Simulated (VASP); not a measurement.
# Cu (Fd-3m) in VASP: further runs

The runs below take Cu through single point, with PBE.

Everything below comes from runs of VASP 6.6.1. Logs are shortened: lines on timing, memory, paths and dates and some standing lists are left out, and cuts for length are marked.

## 1. The cell of the first run

It takes space group Fd-3m (No. 227, cubic). The conventional cell has a = 4.983 Å, b = 4.983 Å, c = 4.983 Å, α = 90.00°, β = 90.00°, γ = 90.00°. Within 2.9 Å of Cu (site symmetry -43m) lie 4 Cu at 2.16 Å.

## 2. Single point, PBE

Contents of INCAR:

```
PREC     = Accurate       # precision mode
ENCUT    = 520            # plane-wave cutoff, eV
EDIFF    = 1E-6           # SCF threshold, eV
ISMEAR   = -1             # smearing method
SIGMA    = 0.1            # smearing width, eV
LREAL    = False          # projectors in reciprocal space
LASPH    = True           # aspherical terms in the spheres
NELM     = 80             # most SCF steps
ALGO     = Normal         # electronic algorithm
ISIF     = 2              # what is computed and relaxed
LWAVE    = False          # write WAVECAR
LCHARG   = False          # write CHGCAR
GGA      = PE             # functional
NBANDS   = 18             # bands
```

Contents of KPOINTS:

```
regular mesh
0
Gamma
  14 14 14
```

Contents of POSCAR:

```
Cu
1.0
    0.0000000000      2.4914813484      2.4914813484
    2.4914813484      0.0000000000      2.4914813484
    2.4914813484      2.4914813484      0.0000000000
Cu
2
Direct
   -0.1250000000     -0.1250000000     -0.1250000000
    0.1250000000      0.1250000000      0.1250000000
```

Potentials or basis: VASP PAW PBE potentials, release 64 (Cu).

Run with:

```sh
$ cat potpaw_PBE.64/Cu/POTCAR > POTCAR
$ mpirun -np 1 vasp_std > vasp.out
```

OUTCAR:

```text
PREC = Accurate
   ENCUT = 520
   EDIFF = 1E-6
   ISMEAR = -1
   LREAL = False
   LASPH = True
   NELM = 80
   ISIF = 2
   GGA = PE

 ion  position               nearest neighbor table
   1  0.875  0.875  0.875-   2 2.16   2 2.16   2 2.16   2 2.16
   2  0.125  0.125  0.125-   1 2.16   1 2.16   1 2.16   1 2.16

  LATTYP: Found a face centered cubic cell.
 ALAT       =     4.9829626968

  Lattice vectors:

 A1 = (   0.0000000000,   2.4914813484,   2.4914813484)
 A2 = (   2.4914813484,   0.0000000000,   2.4914813484)
 A3 = (   2.4914813484,   2.4914813484,   0.0000000000)

Analysis of symmetry for initial positions (statically):
=====================================================================
 Subroutine PRICEL returns:
 Original cell was already a primitive cell.

 Routine SETGRP: Setting up the symmetry group for a
 face centered cubic supercell.

 Subroutine GETGRP returns: Found 48 space group operations
 (whereof 12 operations were pure point group operations)
 out of a pool of 48 trial point group operations.

The static configuration has the point symmetry D_3d.
 The point group associated with its full space group is O_h .

Analysis of symmetry for dynamics (positions and initial velocities):
=====================================================================
 Subroutine PRICEL returns:
 Original cell was already a primitive cell.

 Routine SETGRP: Setting up the symmetry group for a
 face centered cubic supercell.

 Subroutine GETGRP returns: Found 48 space group operations
 (whereof 12 operations were pure point group operations)
 out of a pool of 48 trial point group operations.

The dynamic configuration has the point symmetry D_3d.
 The point group associated with its full space group is O_h .

 Subroutine INISYM returns: Found 48 space group operations
 (whereof 12 operations are pure point group operations),
 and found     1 'primitive' translations

----------------------------------------------------------------------------------------

                                     Primitive cell

  volume of cell :      30.9316

  direct lattice vectors                    reciprocal lattice vectors
     0.000000000  2.491481348  2.491481348    -0.200683822  0.200683822  0.200683822
     2.491481348  0.000000000  2.491481348     0.200683822 -0.200683822  0.200683822
[... 76 lines left out ...]
   PREC   = accura    normal or accurate (medium, high low for compatibility)
   ISTART =      0    job   : 0-new  1-cont  2-samecut
   ICHARG =      2    charge: 1-file 2-atom 10-const
   ISPIN  =      1    spin polarized calculation?
   LNONCOLLINEAR =      F non collinear calculations
   LSORBIT =      F    spin-orbit coupling
   LASPH  =      T    aspherical Exc in radial PAW
   ENCUT  =  520.0 eV  38.22 Ry    6.18 a.u.   6.55  6.55  6.55*2*pi/ulx,y,z
   NELM   =     80;   NELMIN=  2; NELMDL= -5     # of ELM steps
   EDIFF  = 0.1E-05   stopping-criterion for ELM
   LREAL  =      F    real-space projection
   EDIFFG = 0.1E-04   stopping-criterion for IOM
   NSW    =      0    number of steps for IOM
   IBRION =     -1    ionic relax: 0-MD 1-quasi-New 2-CG
   NFREE  =      0    steps in history (QN), initial steepest desc. (CG)
   ISIF   =      2    stress and relaxation
   ISYM   =      2    0-nonsym 1-usesym 2-fastsym
   POTIM  = 0.5000    time-step for ionic-motion
   TEBEG  =    0.0;   TEEND  =   0.0 temperature during run
   PSTRESS=    0.0 pullay stress
   NELECT =      22.0000    total number of electrons
   NUPDOWN=      -1.0000    fix difference up-down
   EMIN   =  10.00;   EMAX   =-10.00  energy-range for DOS
   EFERMI =   0.00;   METHOD = LEGACY
   ISMEAR =    -1;   SIGMA  =   0.10  broadening in eV -4-tet -1-fermi 0-gaus
   EFERMI_NEDOS =   21; number of points for ismear=-14 and -15
   IALGO  =     38    algorithm
   IMIX   =      4    mixing-type and parameters
     AMIX     =   0.40;   BMIX     =  1.00
     AMIX_MAG =   1.60;   BMIX_MAG =  1.00
  volume/ion in A,a.u.               =      15.47       104.37
  Fermi-wavevector in a.u.,A,eV,Ry     =   1.461329  2.761512 29.055014  2.135483
  Thomas-Fermi vector in A             =   2.577674
   LORBIT       =      0    0 simple, 1 ext, 2 COOP (PROOUT), +10 PAW based schemes
   GGA     = PE    functional components
   LHFCALC =     F    Hartree Fock is set to
   AEXX    =    0.0000 exact exchange contribution
   IVDW    =     0    specifies the selected vdW correction
   LEPSILON=     F    determine dielectric tensor
   LRPA    =     F    only Hartree local field effects (RPA)
 non-spin polarized calculation
  energy-cutoff  :      520.00
  volume of cell :       30.93
 maximum number of plane-waves:       869
 NGX is ok and might be reduce to    28
   NGX = 13   NGY = 13   NGZ = 13

 number of electron      22.0000027 magnetization

 Free energy of the ion-electron system (eV)
  ---------------------------------------------------
  ext. energy  EPLUGINS =         0.00000000
  ---------------------------------------------------
  free energy    TOTEN  =        -5.02361180 eV

  energy without entropy =       -4.99957167  energy(sigma->0) =       -5.01159173

 E-fermi :   4.7024     XC(G=0): -10.9492

 val. band max:        4.6828979274   @ k =  -0.3571   0.3571   0.0714
 cond. band min:       4.7237233436   @ k =  -0.4286   0.0714   0.0000
 fundamental gap:      0.0408254162
 Fermi energy:         4.7024044064

 k-point     1 :       0.0000    0.0000    0.0000
  band No.  band energies     occupation
      1      -2.8091      2.00000
      2       0.9299      2.00000
      3       0.9299      2.00000
      4       0.9540      2.00000
      5       0.9540      2.00000
      6       0.9540      2.00000
[... 481 lines left out ...]
      5       1.2003      2.00000
      6       1.4356      2.00000
[... 10 lines left out ...]
     17      20.5126      0.00000
     18      20.6725      0.00000

 [... further k-points ...]
[... 5 lines left out ...]
  --------------------------------------------------------------------------------------
  -------------------------------------------------------------------------------------
  Total        3.8838108      3.8838108      3.8838108      0.0000000     -0.0000000      0.0000000
  in kB      201.1711655    201.1711655    201.1711655      0.0000000     -0.0000000      0.0000000
  external PRESSURE =     201.1711655 kB  Pullay stress =       0.0000000 kB

 VOLUME and BASIS-vectors are now :
 -----------------------------------------------------------------------------
  energy-cutoff  :      520.00
  volume of cell :       30.93
      direct lattice vectors                 reciprocal lattice vectors
     0.000000000  2.491481348  2.491481348    -0.200683822  0.200683822  0.200683822
     2.491481348  0.000000000  2.491481348     0.200683822 -0.200683822  0.200683822
     2.491481348  2.491481348  0.000000000     0.200683822  0.200683822 -0.200683822

 POSITION                                       TOTAL-FORCE (eV/Angst)
 -----------------------------------------------------------------------------------
      4.36009      4.36009      4.36009        -0.000000     -0.000000     -0.000000
      0.62287      0.62287      0.62287         0.000000      0.000000      0.000000
 -----------------------------------------------------------------------------------
    total drift:                                0.000000      0.000000     -0.000000

  FREE ENERGIE OF THE ION-ELECTRON SYSTEM (eV)
  ---------------------------------------------------
  free  energy   TOTEN  =        -5.0236117989 eV

  energy  without entropy=       -4.9995716690  energy(sigma->0) =       -5.01159173
```

stdout:

```text
POSCAR found type information on POSCAR Cu
 POSCAR found :  1 types and       2 ions
 scaLAPACK will be used
 LDA part: xc-table for (Slater+PW92), standard interpolation
 POSCAR, INCAR and KPOINTS ok, starting setup
 FFT: planning ... GRIDC
 FFT: planning ... GRID_SOFT
 FFT: planning ... GRID
 WAVECAR not read
 entering main loop
```

Run time: 94 s. Hardware: 1 thread of Intel Xeon 8259CL, shared host; peak memory 0.18 GiB.

What came out:

| Property | Result |
| --- | --- |
| Free energy | -5.0236 eV |
| Pressure | 20.1 GPa |
| Band gap on the k mesh | zero (band 11 reaches 5.45 eV, above the bottom of band 12 at 4.38 eV) |

Levels at points of the mesh, in eV from the Fermi level:
| k point | band 7 | band 8 | band 9 | band 10 | band 11 | band 12 | band 13 | band 14 | band 15 | band 16 |
| --- | --- | --- | --- | --- | --- | --- | --- | --- | --- | --- |
| (0.00, 0.00, 0.00) | -2.32 | -2.32 | -2.32 | -1.41 | -1.41 | 11.34 | 11.34 | 11.34 | 12.01 | 12.01 |
| (0.50, 0.00, 0.00) | -2.18 | -2.01 | -2.01 | -1.53 | -1.53 | -0.32 | 8.10 | 8.10 | 12.15 | 12.38 |
| (0.50, 0.50, 0.00) | -2.54 | -2.54 | -1.41 | -1.41 | 0.28 | 0.28 | 3.95 | 3.95 | 8.88 | 8.88 |

## 3. Single point, PBE

Contents of INCAR:

```
SYSTEM = Cu
PREC = Accurate ; ENCUT = 520
EDIFF = 1E-7 ; ISMEAR = -1
SIGMA = 0.1 ; LREAL = .False.
LASPH = .True. ; NELM = 60
ALGO = Normal ; ISIF = 2
LWAVE = .False. ; LCHARG = .False.
GGA = PE ; NBANDS = 18
```

Contents of KPOINTS:

```
regular mesh
0
Gamma
  14 14 14
  0 0 0
```

Contents of POSCAR:

```
Cu
1.0
    0.0000000000      2.4922417295      2.4922417295
    2.4922417295      0.0000000000      2.4922417295
    2.4922417295      2.4922417295      0.0000000000
Cu
2
Direct
   -0.1250000000     -0.1250000000     -0.1250000000
    0.1250000000      0.1250000000      0.1250000000
```

Potentials or basis: VASP PAW PBE potentials, release 64 (Cu).

Run with:

```sh
$ cat potpaw_PBE.64/Cu/POTCAR > POTCAR
$ mpirun -np 1 vasp_std > vasp.out
```

Wall time 1.8 min (1 thread of Intel Xeon 8259CL, shared host); peak memory 0.19 GiB.

The run converged. Its results:

* Free energy: -5.0272 eV
* Pressure: 20.2 GPa
* Band gap on the k mesh: zero (band 11 reaches 5.44 eV, above the bottom of band 12 at 4.37 eV)

Levels at points of the mesh, in eV from the Fermi level:
| k point | band 8 | band 9 | band 10 | band 11 | band 12 | band 13 | band 14 | band 15 |
| --- | --- | --- | --- | --- | --- | --- | --- | --- |
| (0.00, 0.00, 0.00) | -2.31 | -2.31 | -1.40 | -1.40 | 11.34 | 11.34 | 11.34 | 12.00 |
| (0.50, 0.00, 0.00) | -2.01 | -2.01 | -1.53 | -1.53 | -0.32 | 8.09 | 8.09 | 12.14 |
| (0.50, 0.50, 0.00) | -2.53 | -1.41 | -1.41 | 0.28 | 0.28 | 3.95 | 3.95 | 8.87 |
